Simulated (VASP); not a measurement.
# La3AlN: single point with LDA

Crystal: La3AlN.

```
La Al N
1.0
     5.26207    0.00000    0.00000
     0.00000    5.26207    0.00000
     0.00000    0.00000    5.26207
La Al N
3 1 1
Direct
  0.50000 0.50000 0.00000
  0.00000 0.50000 0.50000
  0.50000 0.00000 0.50000
  0.00000 0.00000 0.00000
  0.50000 0.50000 0.50000
```

```
Program                : VASP 6.6.1
Task                   : single point
Functional             : LDA
Potentials or basis    : VASP PAW LDA potentials, release 64 (La, Al, N)
Cutoff                 : 520 eV
k mesh                 : 5 × 5 × 5
Occupations            : gaussian, width 0.1 eV
Spin                   : no spin polarisation
Dipole correction      : no
Further INCAR settings : ALGO = Normal; EDIFF = 1e-07; NBANDS = 28
```

```yaml
Pressure: -8.9 GPa
```

Levels at points of the mesh, in eV from the Fermi level:
```csv
k point,band 16,band 17,band 18,band 19,band 20,band 21,band 22,band 23,band 24,band 25
"(0.00, 0.00, 0.00)",-1.52,-1.52,-0.80,-0.80,-0.68,-0.68,-0.68,0.76,0.76,0.76
```

Wall time 87 s on 1 thread of Intel Xeon 8259CL, with other jobs on the host, peak memory 0.22 GiB.

Caveat: spin-orbit coupling is left out, which moves the levels of the heavy elements.
